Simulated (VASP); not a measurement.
Set up this calculation in VASP 6.6.1, as the native input.

* Task: relaxation of cell and atoms
* Functional: PBE
* Potentials or basis: VASP PAW PBE potentials, release 64 (Mg, Ti_sv, O)
* Cutoff: 600 eV
* k mesh: 12 × 12 × 4
* Occupations: gaussian, width 0.1 eV
* Spin: no spin polarisation
* Dipole correction: no
* Further INCAR settings: ALGO = Normal; EDIFF = 1e-06; IBRION = 2; EDIFFG = -0.01; NSW = 100; ISIF = 3

The structure of Mg2Ti2O3 lies in POSCAR:

```
Mg2Ti2O3
1.0
    2.9507062273      0.0000000000      0.0000000000
   -1.4753531136      2.5553865519      0.0000000000
    0.0000000000      0.0000000000     10.1726739693
Mg Ti O
2 2 3
Direct
    0.3333333333      0.6666666667      0.1290650682
    0.6666666667      0.3333333333      0.8709349318
    0.6666666667      0.3333333333      0.3919228173
    0.3333333333      0.6666666667      0.6080771827
    0.0000000000      0.0000000000      0.2560530620
    0.0000000000      0.0000000000      0.7439469380
    0.0000000000      0.0000000000      0.0000000000
```

The input as run:

INCAR

```
  ALGO = Normal
  EDIFF = 1E-6
  EDIFFG = -0.01
  ENCUT = 600
  GGA = PE
  IBRION = 2
  ISIF = 3
  ISMEAR = 0
  LASPH = True
  LCHARG = False
  LREAL = False
  LWAVE = False
  NELM = 80
  NSW = 100
  PREC = Accurate
  SIGMA = 0.1
```

KPOINTS

```
k-points
0
Gamma
  12 12 4
```

Potentials or basis: VASP PAW PBE potentials, release 64 (Mg, Ti_sv, O).

Launch:

```sh
$ cat potpaw_PBE.64/Mg/POTCAR potpaw_PBE.64/Ti_sv/POTCAR potpaw_PBE.64/O/POTCAR > POTCAR
$ mpirun -np 1 vasp_std > vasp.out
```

Results of the run:

* Relaxed volume: 10.92 Å³/atom
* Relaxed cell: a = 2.950 Å, b = 2.950 Å, c = 10.146 Å, α = 90.00°, β = 90.00°, γ = 120.00°
* Space group after relaxing (to 0.1 Å): P-3m1 (No. 164)
* Energy gained by relaxing: 0.2 meV/atom
* Ionic steps: 5
* Pressure after relaxing: 0.0 GPa
* Largest force after relaxing: 0.009 eV/Å
* Band gap on the k mesh: zero (bands 23 and 24 overlap by 0.64 eV)

It took 3.7 min on 1 thread of Intel(R) Xeon(R) 6975P-C (Granite Rapids), with other jobs on the host, peak memory 0.32 GiB.
